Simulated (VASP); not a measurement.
# MgO (Fm-3m) in VASP: single point with PBEsol

Aim: the single point of MgO with PBEsol.

Everything below comes from runs of VASP 6.6.1. Logs are shortened: lines on timing, memory, paths and dates and some standing lists are left out, and cuts for length are marked.

## 1. The cell of the first run

The structure is cubic, space group Fm-3m (No. 225). Conventional cell: a = 4.194 Å, b = 4.194 Å, c = 4.194 Å, α = 90.00°, β = 90.00°, γ = 90.00°. Mg (site symmetry m-3m) has 6 O at 2.10 Å within 2.8 Å. Within 2.8 Å of O (site symmetry m-3m) lie 6 Mg at 2.10 Å.

## 2. Single point, PBEsol

INCAR

```
  ALGO = Normal
  EDIFF = 1E-6
  ENCUT = 520
  GGA = PS
  ISIF = 2
  ISMEAR = -1
  LASPH = True
  LCHARG = False
  LREAL = False
  LWAVE = False
  NBANDS = 11
  NELM = 60
  PREC = Accurate
  SIGMA = 0.05
```

KPOINTS

```
k-points
0
Gamma
  16 16 16
```

POSCAR

```
MgO
1.0
    0.0000000000      2.0970013927      2.0970013927
    2.0970013927      0.0000000000      2.0970013927
    2.0970013927      2.0970013927      0.0000000000
Mg O
1 1
Direct
    0.0000000000      0.0000000000      0.0000000000
    0.5000000000      0.5000000000      0.5000000000
```

Potentials or basis: VASP PAW PBE potentials, release 64 (Mg, O).

On the command line:

```
> cat potpaw_PBE.64/Mg/POTCAR potpaw_PBE.64/O/POTCAR > POTCAR
> mpirun -np 1 vasp_std > vasp.out
```

OUTCAR:

```text
EDIFF = 1E-6
   ENCUT = 520
   GGA = PS
   ISIF = 2
   ISMEAR = -1
   LASPH = True
   LREAL = False
   NELM = 60
   PREC = Accurate

 ion  position               nearest neighbor table
   1  0.000  0.000  0.000-   2 2.10   2 2.10   2 2.10   2 2.10   2 2.10   2 2.10
   2  0.500  0.500  0.500-   1 2.10   1 2.10   1 2.10   1 2.10   1 2.10   1 2.10

  LATTYP: Found a face centered cubic cell.
 ALAT       =     4.1940027854

  Lattice vectors:

 A1 = (   0.0000000000,   2.0970013927,   2.0970013927)
 A2 = (   2.0970013927,   0.0000000000,   2.0970013927)
 A3 = (   2.0970013927,   2.0970013927,   0.0000000000)

Analysis of symmetry for initial positions (statically):
=====================================================================
 Subroutine PRICEL returns:
 Original cell was already a primitive cell.

 Routine SETGRP: Setting up the symmetry group for a
 face centered cubic supercell.

 Subroutine GETGRP returns: Found 48 space group operations
 (whereof 48 operations were pure point group operations)
 out of a pool of 48 trial point group operations.

The static configuration has the point symmetry O_h .

Analysis of symmetry for dynamics (positions and initial velocities):
=====================================================================
 Subroutine PRICEL returns:
 Original cell was already a primitive cell.

 Routine SETGRP: Setting up the symmetry group for a
 face centered cubic supercell.

 Subroutine GETGRP returns: Found 48 space group operations
 (whereof 48 operations were pure point group operations)
 out of a pool of 48 trial point group operations.

The dynamic configuration has the point symmetry O_h .

 Subroutine INISYM returns: Found 48 space group operations
 (whereof 48 operations are pure point group operations),
 and found     1 'primitive' translations

----------------------------------------------------------------------------------------

                                     Primitive cell

  volume of cell :      18.4428

  direct lattice vectors                    reciprocal lattice vectors
     0.000000000  2.097001393  2.097001393    -0.238435702  0.238435702  0.238435702
     2.097001393  0.000000000  2.097001393     0.238435702 -0.238435702  0.238435702
     2.097001393  2.097001393  0.000000000     0.238435702  0.238435702 -0.238435702

  length of vectors
     2.965607810  2.965607810  2.965607810     0.412982751  0.412982751  0.412982751

  position of ions in fractional coordinates (direct lattice)
     0.000000000  0.000000000  0.000000000
     0.500000000  0.500000000  0.500000000

  ion indices of the primitive-cell ions
   primitive index   ion index
                 1           1
                 2           2

----------------------------------------------------------------------------------------

 KPOINTS: k-points

Automatic generation of k-mesh.
 Grid dimensions read from file:
 generate k-points for:   16   16   16

 Generating k-lattice:

  Cartesian coordinates                     Fractional coordinates (reciprocal lattice)
    -0.014902231  0.014902231  0.014902231     0.062500000  0.000000000  0.000000000
     0.014902231 -0.014902231  0.014902231     0.000000000  0.062500000  0.000000000
     0.014902231  0.014902231 -0.014902231     0.000000000  0.000000000  0.062500000

  Length of vectors
     0.025811422  0.025811422  0.025811422

  Shift w.r.t. Gamma in fractional coordinates (k-lattice)
     0.000000000  0.000000000  0.000000000

 Subroutine IBZKPT returns following result:
 ===========================================

 Found    145 irreducible k-points:

 Following reciprocal coordinates:
            Coordinates               Weight
  0.000000  0.000000  0.000000      1.000000
  0.062500  0.000000  0.000000      8.000000
  0.125000  0.000000  0.000000      8.000000
  0.187500  0.000000  0.000000      8.000000
  0.250000  0.000000  0.000000      8.000000
  0.312500  0.000000  0.000000      8.000000
[... 16 lines left out ...]
 -0.125000  0.062500  0.000000     24.000000
 -0.062500  0.062500  0.000000     12.000000
 [... further k-points ...]
   k-points           NKPTS =    145   k-points in BZ     NKDIM =    145   number of bands    NBANDS=     11
   number of dos      NEDOS =    301   number of ions     NIONS =      2
   total plane-waves  NPLWV =  13824
   dimension x,y,z NGX =    24 NGY =   24 NGZ =   24
   dimension x,y,z NGXF=    48 NGYF=   48 NGZF=   48
   ions per type =               1   1
   NGX,Y,Z   is equivalent  to a cutoff of  13.45, 13.45, 13.45 a.u.
   NGXF,Y,Z  is equivalent  to a cutoff of  26.91, 26.91, 26.91 a.u.
 SYSTEM =  unknown system
   PREC   = accura    normal or accurate (medium, high low for compatibility)
   ISTART =      0    job   : 0-new  1-cont  2-samecut
   ICHARG =      2    charge: 1-file 2-atom 10-const
   ISPIN  =      1    spin polarized calculation?
   LNONCOLLINEAR =      F non collinear calculations
   LSORBIT =      F    spin-orbit coupling
   LASPH  =      T    aspherical Exc in radial PAW
   ENCUT  =  520.0 eV  38.22 Ry    6.18 a.u.   5.51  5.51  5.51*2*pi/ulx,y,z
   NELM   =     60;   NELMIN=  2; NELMDL= -5     # of ELM steps
   EDIFF  = 0.1E-05   stopping-criterion for ELM
   LREAL  =      F    real-space projection
   EDIFFG = 0.1E-04   stopping-criterion for IOM
   NSW    =      0    number of steps for IOM
   IBRION =     -1    ionic relax: 0-MD 1-quasi-New 2-CG
   NFREE  =      0    steps in history (QN), initial steepest desc. (CG)
   ISIF   =      2    stress and relaxation
   ISYM   =      2    0-nonsym 1-usesym 2-fastsym
   POTIM  = 0.5000    time-step for ionic-motion
   TEBEG  =    0.0;   TEEND  =   0.0 temperature during run
   PSTRESS=    0.0 pullay stress
   NELECT =       8.0000    total number of electrons
   NUPDOWN=      -1.0000    fix difference up-down
   EMIN   =  10.00;   EMAX   =-10.00  energy-range for DOS
   EFERMI =   0.00;   METHOD = LEGACY
   ISMEAR =    -1;   SIGMA  =   0.05  broadening in eV -4-tet -1-fermi 0-gaus
   EFERMI_NEDOS =   21; number of points for ismear=-14 and -15
   IALGO  =     38    algorithm
   IMIX   =      4    mixing-type and parameters
     AMIX     =   0.40;   BMIX     =  1.00
     AMIX_MAG =   1.60;   BMIX_MAG =  1.00
  volume/ion in A,a.u.               =       9.22        62.23
  Fermi-wavevector in a.u.,A,eV,Ry     =   1.239261  2.341864 20.895389  1.535768
  Thomas-Fermi vector in A             =   2.373752
   LORBIT       =      0    0 simple, 1 ext, 2 COOP (PROOUT), +10 PAW based schemes
   GGA     = PS    functional components
   LHFCALC =     F    Hartree Fock is set to
   AEXX    =    0.0000 exact exchange contribution
   IVDW    =     0    specifies the selected vdW correction
   LEPSILON=     F    determine dielectric tensor
   LRPA    =     F    only Hartree local field effects (RPA)
 non-spin polarized calculation
  energy-cutoff  :      520.00
  volume of cell :       18.44
 maximum number of plane-waves:       531
 NGX is ok and might be reduce to    24
   NGX = 11   NGY = 11   NGZ = 11

 number of electron       8.0000004 magnetization

 Free energy of the ion-electron system (eV)
  ---------------------------------------------------
  ext. energy  EPLUGINS =         0.00000000
  ---------------------------------------------------
  free energy    TOTEN  =       -12.51099901 eV

  energy without entropy =      -12.51099901  energy(sigma->0) =      -12.51099901

 E-fermi :   4.2086     XC(G=0): -11.3729

 val. band max:        3.1647847029   @ k =   0.0000   0.0000   0.0000
 cond. band min:       7.9244912537   @ k =   0.0000   0.0000   0.0000
 fundamental gap:      4.7597065509
 Fermi energy:         4.2086234168

 k-point     1 :       0.0000    0.0000    0.0000
  band No.  band energies     occupation
      1     -14.1086      2.00000
      2       3.1648      2.00000
      3       3.1648      2.00000
      4       3.1648      2.00000
      5       7.9245      0.00000
      6      18.8679      0.00000
      7      18.8679      0.00000
      8      18.8679      0.00000
      9      22.7446      0.00000
     10      24.6435      0.00000
     11      24.6435      0.00000

 k-point     2 :       0.0625    0.0000    0.0000
  band No.  band energies     occupation
      1     -14.0651      2.00000
      2       2.8821      2.00000
      3       3.1366      2.00000
      4       3.1366      2.00000
      5       8.1953      0.00000
      6      18.2494      0.00000
      7      18.9683      0.00000
      8      18.9683      0.00000
      9      23.5635      0.00000
     10      24.3022      0.00000
     11      24.3022      0.00000

 k-point     3 :       0.1250    0.0000    0.0000
  band No.  band energies     occupation
      1     -13.9382      2.00000
      2       2.1897      2.00000
      3       3.0576      2.00000
      4       3.0576      2.00000
      5       8.8435      0.00000
      6      17.1722      0.00000
      7      19.2372      0.00000
      8      19.2372      0.00000
      9      23.7008      0.00000
     10      23.7008      0.00000
     11      24.9871      0.00000

 k-point     4 :       0.1875    0.0000    0.0000
  band No.  band energies     occupation
      1     -13.7408      2.00000
      2       1.3262      2.00000
      3       2.9423      2.00000
      4       2.9423      2.00000
      5       9.6022      0.00000
      6      16.2482      0.00000
      7      19.5651      0.00000
      8      19.5651      0.00000
      9      23.2839      0.00000
     10      23.2839      0.00000
     11      25.5128      0.00000

 k-point     5 :       0.2500    0.0000    0.0000
  band No.  band energies     occupation
      1     -13.4947      2.00000
      2       0.4440      2.00000
      3       2.8108      2.00000
      4       2.8108      2.00000
      5      10.2706      0.00000
      6      15.6591      0.00000
      7      19.7708      0.00000
      8      19.7708      0.00000
      9      23.3002      0.00000
     10      23.3002      0.00000
     11      25.2387      0.00000
[... 211 lines left out ...]
 k-point    21 :      -0.2500    0.0625    0.0000
  band No.  band energies     occupation
      1     -13.3789      2.00000
      2       0.1603      2.00000
      3       2.5804      2.00000
      4       2.7994      2.00000
      5      10.6161      0.00000
      6      15.4456      0.00000
      7      19.4679      0.00000
      8      19.9959      0.00000
      9      22.6216      0.00000
     10      24.0703      0.00000
     11      25.6662      0.00000

 k-point    22 :      -0.1875    0.0625    0.0000
  band No.  band energies     occupation
      1     -13.6306      2.00000
      2       0.9852      2.00000
      3       2.7314      2.00000
      4       2.9306      2.00000
      5      10.0026      0.00000
      6      15.8697      0.00000
      7      19.4876      0.00000
      8      19.8499      0.00000
      9      22.4233      0.00000
     10      23.8392      0.00000
     11      25.9778      0.00000

 k-point    23 :      -0.1250    0.0625    0.0000
  band No.  band energies     occupation
      1     -13.8439      2.00000
      2       1.8117      2.00000
      3       2.8879      2.00000
      4       3.0426      2.00000
      5       9.2653      0.00000
      6      16.6236      0.00000
      7      19.3363      0.00000
      8      19.4732      0.00000
      9      22.8109      0.00000
     10      23.9810      0.00000
     11      25.7514      0.00000

 k-point    24 :      -0.0625    0.0625    0.0000
  band No.  band energies     occupation
      1     -13.9937      2.00000
      2       2.5062      2.00000
      3       3.0323      2.00000
      4       3.1159      2.00000
      5       8.5869      0.00000
      6      17.5503      0.00000
      7      19.1179      0.00000
      8      19.1322      0.00000
      9      23.5182      0.00000
     10      24.3026      0.00000
     11      24.5573      0.00000

 [... further k-points ...]

------------------------ aborting loop because EDIFF is reached ----------------------------------------

  FORCE on cell =-STRESS in cart. coord.  units (eV):
  Direction    XX          YY          ZZ          XY          YZ          ZX
  --------------------------------------------------------------------------------------
  -------------------------------------------------------------------------------------
  Total        0.2117585      0.2117585      0.2117585      0.0000000     -0.0000000     -0.0000000
  in kB       18.3960781     18.3960781     18.3960781      0.0000000     -0.0000000     -0.0000000
  external PRESSURE =      18.3960781 kB  Pullay stress =       0.0000000 kB

 VOLUME and BASIS-vectors are now :
 -----------------------------------------------------------------------------
  energy-cutoff  :      520.00
  volume of cell :       18.44
      direct lattice vectors                 reciprocal lattice vectors
     0.000000000  2.097001393  2.097001393    -0.238435702  0.238435702  0.238435702
     2.097001393  0.000000000  2.097001393     0.238435702 -0.238435702  0.238435702
     2.097001393  2.097001393  0.000000000     0.238435702  0.238435702 -0.238435702

 POSITION                                       TOTAL-FORCE (eV/Angst)
 -----------------------------------------------------------------------------------
      0.00000      0.00000      0.00000         0.000000      0.000000     -0.000000
      2.09700      2.09700      2.09700        -0.000000     -0.000000      0.000000
 -----------------------------------------------------------------------------------
    total drift:                               -0.000000     -0.000000      0.000000

  FREE ENERGIE OF THE ION-ELECTRON SYSTEM (eV)
  ---------------------------------------------------
  free  energy   TOTEN  =       -12.5109990094 eV

  energy  without entropy=      -12.5109990094  energy(sigma->0) =      -12.51099901
```

Wall time 34 s (1 thread of Intel Xeon 8259CL, shared host); peak memory 0.16 GiB.

Results:

```
Free energy            : -12.5110 eV
Pressure               : 1.8 GPa
Band gap on the k mesh : 4.76 eV
```

Caveat: the PAW data sets were made with another functional, which shifts forces and pressure a little. A k mesh can miss the band edges.
